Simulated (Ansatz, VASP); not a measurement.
# Ge: VASP beside Ansatz

```
Ge
1.0
    -1.26291    1.26291    1.26291
     1.26291   -1.26291    1.26291
     1.26291    1.26291   -1.26291
Ge
1
Direct
  0.00000 0.00000 0.00000
```

Change from the starting cell: volume scaled by 0.45, LAPW.

Alike in both runs: task single point; functional LDA; k mesh 18 × 18 × 18; occupations fermi-dirac, width 0.1 eV; no spin polarisation.

|  | VASP | Ansatz |
| --- | --- | --- |
| version | VASP 6.6.1 | Ansatz 0.2.0 |
| potentials or method | VASP PAW LDA potentials, release 64 (Ge_d), cutoff 520 eV | all-electron LAPW, scalar-relativistic |

```tsv
	VASP	Ansatz	Ansatz less VASP
pressure (GPa)	386.5	381.4	-5.07
```

LDA's correlation is that of Perdew and Zunger in VASP and of Perdew and Wang (1992) in Ansatz. Both programs put the cell under a high pressure, so it lies far from rest at this level. Ansatz ran all-electron here, and VASP with PAW potentials.

Noted on VASP's run: the cell as given lies far from equilibrium.
